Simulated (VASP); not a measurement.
Write the native input for VASP 6.6.1 that does the following.

```yaml
Task: single point
Functional: PBEsol
Potentials_or_basis: VASP PAW PBE potentials, release 64 (Cs_sv, I)
Cutoff: 500 eV
k_mesh: 6 × 6 × 6
Occupations: gaussian, width 0.01 eV
Spin: no spin polarisation
Dipole_correction: no
Further_INCAR_settings: ALGO = Normal; EDIFF = 1e-06; NBANDS = 15
```

The structure of CsI lies in POSCAR:

```
CsI
1.0
    4.5031916819      0.0000000000      0.0000000000
    0.0000000000      4.5031916819      0.0000000000
    0.0000000000      0.0000000000      4.5031916819
Cs I
1 1
Direct
    0.0000000000      0.0000000000      0.0000000000
    0.5000000000      0.5000000000      0.5000000000
```

These files were run (other wordings do the same):

INCAR

```
SYSTEM = CsI
PREC = Accurate ; ENCUT = 500
EDIFF = 1E-6 ; ISMEAR = 0
SIGMA = 0.01 ; LREAL = .FALSE.
LASPH = .TRUE. ; NELM = 120
ALGO = Normal ; ISIF = 2
LWAVE = .FALSE. ; LCHARG = .FALSE.
GGA = PS ; NBANDS = 15
GGA_COMPAT = .FALSE.
```

KPOINTS

```
regular mesh
0
G
  6 6 6
  0 0 0
```

Potentials or basis: VASP PAW PBE potentials, release 64 (Cs_sv, I).

Command:

```sh
$ cat potpaw_PBE.64/Cs_sv/POTCAR potpaw_PBE.64/I/POTCAR > POTCAR
$ mpirun -np 1 vasp_std > vasp.out
```

It gave:

```
Pressure               : 0.1 GPa
Band gap on the k mesh : 3.84 eV (least direct gap 3.92 eV)
```

Caveat: the PAW data sets were made with another functional, which shifts forces and pressure a little; spin-orbit coupling is left out, which moves the levels of the heavy elements.

Wall time 23 s on 1 thread of Intel(R) Xeon(R) Platinum 8259CL CPU @ 2.50GHz (Skylake/Cascade Lake), with other jobs on the host, peak memory 0.21 GiB.
